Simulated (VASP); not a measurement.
Fe3I:

```xyz
4
Lattice="4.1880 0.0000 0.0000 0.0000 4.1880 0.0000 0.0000 0.0000 4.1880" Properties=species:S:1:pos:R:3 pbc="T T T"
Fe    0.0000    2.0940    2.0940
Fe    2.0940    0.0000    2.0940
Fe    2.0940    2.0940    0.0000
I     0.0000    0.0000    0.0000
```

| Property | Result |
| --- | --- |
| Program | VASP 6.6.1 |
| Task | relaxation of cell and atoms |
| Functional | PBE |
| Potentials or basis | VASP PAW PBE potentials, release 64 (Fe, I) |
| Cutoff | 600 eV |
| k mesh | 4 × 4 × 4 |
| Occupations | gaussian, width 0.1 eV |
| Spin | collinear spin, ferromagnetic start |
| Starting moments | [3.21, 3.21, 3.21, 0.13] μB |

At the start: pressure -11.6 GPa; volume 18.36 Å³/atom.

Where does the relaxation end?

Over 3 steps the energy falls by 154.7 meV/atom and the volume is 15.15 Å³/atom (-17.5 %); space group Pm-3m (No. 221, to 0.05 Å); moment 8.29 μB per cell.

The path:
```tsv
step	energy change (eV)	largest force (eV/Å)	pressure (GPa)	volume (Å³)
1	0.0000	0.0000	-11.61	73.46
2	-0.6175	0.0000	0.83	60.20
3	-0.6186	0.0000	0.07	60.60
```

Final structure:
```
Fe I
1.0
     3.92783    0.00000    0.00000
     0.00000    3.92783    0.00000
     0.00000    0.00000    3.92783
Fe I
3 1
Direct
  0.00000 0.50000 0.50000
  0.50000 0.00000 0.50000
  0.50000 0.50000 0.00000
  0.00000 0.00000 0.00000
```

Caveat: the k points lie up to 0.40 Å⁻¹ apart in the final cell; the volume moved by over 15 % at a fixed basis, so the end points are rough.
